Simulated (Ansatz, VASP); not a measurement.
## C: VASP beside Ansatz

```xyz
2
Lattice="0.0000 1.7801 1.7801 1.7801 0.0000 1.7801 1.7801 1.7801 0.0000" Properties=species:S:1:pos:R:3 pbc="T T T"
C     0.0000    0.0000    0.0000
C     0.8901    0.8901    0.8901
```

Alike in both runs: task single point; functional PBE; k mesh 8 × 8 × 8; no spin polarisation.

```csv
,VASP,Ansatz
version,VASP 6.6.1,Ansatz 0.2.0
potentials or method,"VASP PAW PBE potentials, release 64 (C)",plane waves
plane-wave cutoff (eV),520,420
occupations,"methfessel-paxton of order 1, width 0.05 eV","cold, width 0.05 eV"
valence electrons in the cell,8,8
```

VASP gave:

* gap on the k mesh at the Fermi level (eV): 4.14
* pressure (GPa): 4.9

Problem. Which values does Ansatz return?

Solution. gap on the k mesh at the Fermi level (eV): 4.15; pressure (GPa): 4.2.
